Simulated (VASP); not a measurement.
# Cd3HgTe4 (P-4m2) in VASP: a series of runs, part 2 of 2

VASP 6.6.1.

### Step 4. Relaxation of cell and atoms, PBE

INCAR reads:

```
SYSTEM = Cd3HgTe4
  PREC = Accurate
  ENCUT = 600
  EDIFF = 1E-7
  ISMEAR = 0
  SIGMA = 0.1
  LREAL = .FALSE.
  LASPH = .TRUE.
  NELM = 60
  ALGO = Normal
  ISIF = 3
  LWAVE = .FALSE.
  LCHARG = .FALSE.
  GGA = PE
  IBRION = 2
  NSW = 90
  EDIFFG = -0.04
```

KPOINTS reads:

```
regular mesh
0
G
  4 4 2
  0 0 0
```

POSCAR reads:

```
Cd3HgTe4
1.0
    4.3777576600      0.0000000000      0.0000000000
    0.0000000000      4.3777576600      0.0000000000
    0.0000000000      0.0000000000     12.3821685100
Cd Hg Te
3 1 4
Direct
    0.0000000000      0.0000000000      0.7500000000
    0.5000000000      0.5000000000      0.0000000000
    0.0000000000      0.0000000000      0.2500000000
    0.5000000000      0.5000000000      0.5000000000
    0.5000000000      0.0000000000      0.8750000000
    0.0000000000      0.5000000000      0.1250000000
    0.5000000000      0.0000000000      0.3750000000
    0.0000000000      0.5000000000      0.6250000000
```

Potentials or basis: VASP PAW PBE potentials, release 64 (Cd, Hg, Te).

The run is started by

```sh
$ cat potpaw_PBE.64/Cd/POTCAR potpaw_PBE.64/Hg/POTCAR potpaw_PBE.64/Te/POTCAR > POTCAR
$ mpirun -np 1 vasp_std > vasp.out
```

OUTCAR:

```text
SYSTEM = Cd3HgTe4
   PREC = Accurate
   ENCUT = 600
   EDIFF = 1E-7
   ISMEAR = 0
   LREAL = .FALSE.
   LASPH = .TRUE.
   NELM = 60
   ISIF = 3
   GGA = PE
   IBRION = 2
   NSW = 90
   EDIFFG = -0.04

 ion  position               nearest neighbor table
   1  0.000  0.000  0.750-   5 2.68   8 2.68   8 2.68   5 2.68
   2  0.500  0.500  0.000-   5 2.68   6 2.68   5 2.68   6 2.68
   3  0.000  0.000  0.250-   6 2.68   7 2.68   6 2.68   7 2.68
   4  0.500  0.500  0.500-   7 2.68   8 2.68   7 2.68   8 2.68
   5  0.500  0.000  0.875-   1 2.68   2 2.68   2 2.68   1 2.68
   6  0.000  0.500  0.125-   2 2.68   3 2.68   3 2.68   2 2.68
   7  0.500  0.000  0.375-   3 2.68   4 2.68   4 2.68   3 2.68
   8  0.000  0.500  0.625-   1 2.68   4 2.68   1 2.68   4 2.68

  LATTYP: Found a simple tetragonal cell.
 ALAT       =     4.3777576600
 C/A-ratio  =     2.8284271245

  Lattice vectors:

 A1 = (   4.3777576600,   0.0000000000,   0.0000000000)
 A2 = (   0.0000000000,   4.3777576600,   0.0000000000)
 A3 = (   0.0000000000,   0.0000000000,  12.3821685100)

Analysis of symmetry for initial positions (statically):
=====================================================================
 Subroutine PRICEL returns:
 Original cell was already a primitive cell.

 Routine SETGRP: Setting up the symmetry group for a
 simple tetragonal supercell.

[... 158 lines left out ...]

 number of electron      71.9999996 magnetization

 Free energy of the ion-electron system (eV)
  ---------------------------------------------------
  ext. energy  EPLUGINS =         0.00000000
  ---------------------------------------------------
  free energy    TOTEN  =       -16.28741464 eV

  energy without entropy =      -16.28741463  energy(sigma->0) =      -16.28741464

------------------------ aborting loop because EDIFF is reached ----------------------------------------

  FORCE on cell =-STRESS in cart. coord.  units (eV):
  Direction    XX          YY          ZZ          XY          YZ          ZX
  --------------------------------------------------------------------------------------
  -------------------------------------------------------------------------------------
  Total       17.9774076     17.9774076     17.3928504      0.0000000      0.0000000      0.0000000
  in kB      121.3773091    121.3773091    117.4305785      0.0000000      0.0000000      0.0000000
  external PRESSURE =     120.0617323 kB  Pullay stress =       0.0000000 kB
[... 71 lines left out ...]
--------------------------------------- Ionic step        3  -------------------------------------------

 number of electron      72.0000030 magnetization

 Free energy of the ion-electron system (eV)
  ---------------------------------------------------
  ext. energy  EPLUGINS =         0.00000000
  ---------------------------------------------------
  free energy    TOTEN  =       -17.96756661 eV

  energy without entropy =      -17.96471349  energy(sigma->0) =      -17.96614005

 E-fermi :   2.0163     XC(G=0):  -8.3068

 val. band max:        1.9113549165   @ k =   0.0000   0.0000   0.0000
 cond. band min:       2.0781749642   @ k =   0.0000   0.0000   0.0000
 fundamental gap:      0.1668200477
 Fermi energy:         2.0162885813

 k-point     1 :       0.0000    0.0000    0.0000
  band No.  band energies     occupation
      1      -9.0881      2.00000
      2      -8.8285      2.00000
      3      -8.7980      2.00000
      4      -8.5770      2.00000
      5      -6.2654      2.00000
      6      -6.2654      2.00000
[... 576 lines left out ...]
  FREE ENERGIE OF THE ION-ELECTRON SYSTEM (eV)
  ---------------------------------------------------
  free  energy   TOTEN  =       -17.9675666136 eV

  energy  without entropy=      -17.9647134877  energy(sigma->0) =      -17.96614005

 reached required accuracy - stopping structural energy minimisation
```

OSZICAR:

```text
N       E                     dE             d eps       ncg     rms          rms(c)
DAV:   1     0.541439634423E+03    0.54144E+03   -0.35690E+04  1032   0.167E+03
DAV:   2     0.161598621225E+02   -0.52528E+03   -0.51397E+03  1111   0.371E+02
DAV:   3    -0.166963304845E+02   -0.32856E+02   -0.32680E+02  1209   0.896E+01
DAV:   4    -0.172419893886E+02   -0.54566E+00   -0.54487E+00  1217   0.983E+00
[... 37 lines left out ...]
DAV:   9    -0.179675568704E+02   -0.12636E-04   -0.39554E-05  1118   0.325E-02    0.225E-02
DAV:  10    -0.179675679292E+02   -0.11059E-04   -0.14278E-05  1082   0.162E-02    0.186E-02
DAV:  11    -0.179675666947E+02    0.12345E-05   -0.11320E-06  1212   0.894E-03    0.278E-03
DAV:  12    -0.179675665581E+02    0.13661E-06   -0.17975E-07   784   0.229E-03    0.254E-03
DAV:  13    -0.179675666136E+02   -0.55576E-07   -0.17935E-07   784   0.157E-03
   3 F= -.17967567E+02 E0= -.17966140E+02  d E =-.168015E+01
```

CONTCAR:

```text
Cd3HgTe4
   1.00000000000000
     4.6924877250128967    0.0000000000000000    0.0000000000000000
     0.0000000000000000    4.6924877250128967    0.0000000000000000
     0.0000000000000000    0.0000000000000000   13.2434139194268603
  Cd              Hg              Te
     3     1     4
Direct
     0.0000000000000000    0.0000000000000000    0.7499634255002448
     0.5000000000000000    0.5000000000000000    0.0000000000000000
     0.0000000000000000    0.0000000000000000    0.2500365744997552
     0.5000000000000000    0.5000000000000000    0.5000000000000000
     0.5000000000000000    0.0000000000000000    0.8749890417639986
     0.0000000000000000    0.5000000000000000    0.1250109582360014
     0.5000000000000000    0.0000000000000000    0.3744732976077966
     0.0000000000000000    0.5000000000000000    0.6255267023922033

  0.00000000E+00  0.00000000E+00  0.00000000E+00
  0.00000000E+00  0.00000000E+00  0.00000000E+00
  0.00000000E+00  0.00000000E+00  0.00000000E+00
  0.00000000E+00  0.00000000E+00  0.00000000E+00
  0.00000000E+00  0.00000000E+00  0.00000000E+00
  0.00000000E+00  0.00000000E+00  0.00000000E+00
  0.00000000E+00  0.00000000E+00  0.00000000E+00
  0.00000000E+00  0.00000000E+00  0.00000000E+00
```

Run time: 4.7 min. Hardware: 1 thread of Intel Xeon Platinum 8559C (Emerald Rapids), shared host; peak memory 0.45 GiB.

Results:

```yaml
Free_energy: -17.9676 eV
Relaxed_volume: 36.45 Å³/atom
Relaxed_cell: a = 4.692 Å, b = 4.692 Å, c = 13.243 Å, α = 90.00°, β = 90.00°, γ = 90.00°
Space_group_after_relaxing_to_0.1_Å: P-4m2 (No. 115)
Energy_gained_by_relaxing: 210.0 meV/atom
Ionic_steps: 3
Pressure_after_relaxing: 0.1 GPa
Largest_force_after_relaxing: 0.030 eV/Å
Band_gap_on_the_k_mesh: 0.17 eV
```

Forces in eV/Å, atoms in the order of the input:
```
Cd   0.000  0.000  0.010
Cd   0.000  0.000  0.000
Cd   0.000  0.000 -0.010
Hg   0.000  0.000  0.000
Te   0.000  0.000  0.003
Te   0.000  0.000 -0.003
Te   0.000  0.000 -0.030
Te   0.000  0.000  0.030
```

The path:
```csv
step,energy change (eV),largest force (eV/Å),pressure (GPa),volume (Å³)
1,0.0000,0.1945,12.01,237.30
2,-1.4151,0.0181,-2.60,322.12
3,-1.6802,0.0302,0.09,291.61
```

Final structure:
```xyz
8
Lattice="4.6925 0.0000 0.0000 0.0000 4.6925 0.0000 0.0000 0.0000 13.2434" Properties=species:S:1:pos:R:3 pbc="T T T"
Cd    0.0000    0.0000    9.9321
Cd    2.3462    2.3462    0.0000
Cd    0.0000    0.0000    3.3113
Hg    2.3462    2.3462    6.6217
Te    2.3462    0.0000   11.5878
Te    0.0000    2.3462    1.6556
Te    2.3462    0.0000    4.9593
Te    0.0000    2.3462    8.2841
```

Caveat: the volume moved by over 15 % at a fixed basis, so the end points are rough; spin-orbit coupling is left out, which moves the levels of the heavy elements.

### Step 5. Summary

```tsv
task	cell	cutoff (eV)	gap on the mesh (eV)	pressure (GPa)	largest force (eV/Å)
single point	a = 4.378, b = 4.378, c = 12.382 Å, 8 atoms, atomic positions A	520	0.75	12.0	0.19
single point	a = 4.703, b = 4.703, c = 13.143 Å, 8 atoms, atomic positions B	520	0.16	0.2	-
relaxation of cell and atoms	relaxed from a = 4.378, b = 4.378, c = 12.382 Å, 8 atoms, atomic positions A	600	0.17	0.1	0.03
```

Alike in all rows: level PBE; potentials or basis VASP PAW PBE potentials, release 64 (Cd, Hg, Te); no spin polarisation; k mesh 4 × 4 × 2; smearing gaussian 0.1 eV.

Caveats: spin-orbit coupling is left out, which moves the levels of the heavy elements; the cell stands under pressure (at least some runs); the volume moved by over 15 % at a fixed basis, so the end points are rough (at least some runs).

Absolute energies hang on the potentials; compare differences alone.
